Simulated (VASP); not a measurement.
Input of a VASP 6.6.1 run:

File INCAR:

```
  ALGO = Normal
  EDIFF = 1E-6
  ENCUT = 500
  GGA = PE
  GGA_COMPAT = F
  ISIF = 2
  ISMEAR = 0
  LASPH = T
  LCHARG = F
  LREAL = F
  LWAVE = F
  NBANDS = 41
  NELM = 120
  PREC = Accurate
  SIGMA = 0.15
```

The input KPOINTS:

```
k-points
0
Gamma
  2 2 2
```

File POSCAR:

```
GaBi2Sb3S
1.0
    3.2449228270      1.8734570696      6.0237171989
   -3.2449228270      1.8734570696      6.0237171989
    0.0000000000     -3.7469141334      6.0237172007
Ga Sb Bi S
1 3 2 1
Direct
    0.7356085094      0.7356085094      0.7356085094
    0.1912115399      0.6986263233      0.1912115399
    0.1912115399      0.1912115399      0.6986263233
    0.6986263233      0.1912115399      0.1912115399
    0.1598556748      0.1598556748      0.1598556748
    0.4889070449      0.4889070449      0.4889070449
    0.8599201278      0.8599201278      0.8599201278
```

Potentials or basis: VASP PAW PBE potentials, release 64 (Ga_d, Sb, Bi_d, S).

Command:

```bash
$ cat potpaw_PBE.64/Ga_d/POTCAR potpaw_PBE.64/Sb/POTCAR potpaw_PBE.64/Bi_d/POTCAR potpaw_PBE.64/S/POTCAR > POTCAR
$ mpirun -np 1 vasp_std > vasp.out
```

Task: Estimate the band gap on the k mesh.

Result: Zero (band 32 reaches 6.74 eV, above the bottom of band 33 at 5.30 eV).

Task: Estimate the pressure.

Result: 0.1 GPa.

Task: Estimate the largest force.

Result: 0.040 eV/Å.

Forces on the atoms (eV/Å):
```
Ga   0.000  0.000  0.014
Sb   0.028 -0.016 -0.022
Sb   0.000  0.033 -0.022
Sb  -0.028 -0.016 -0.022
Bi   0.000  0.000  0.032
Bi   0.000  0.000  0.023
S    0.000  0.000 -0.001
```

Caveat: the k points lie up to 0.59 Å⁻¹ apart; spin-orbit coupling is left out, which moves the levels of the heavy elements.
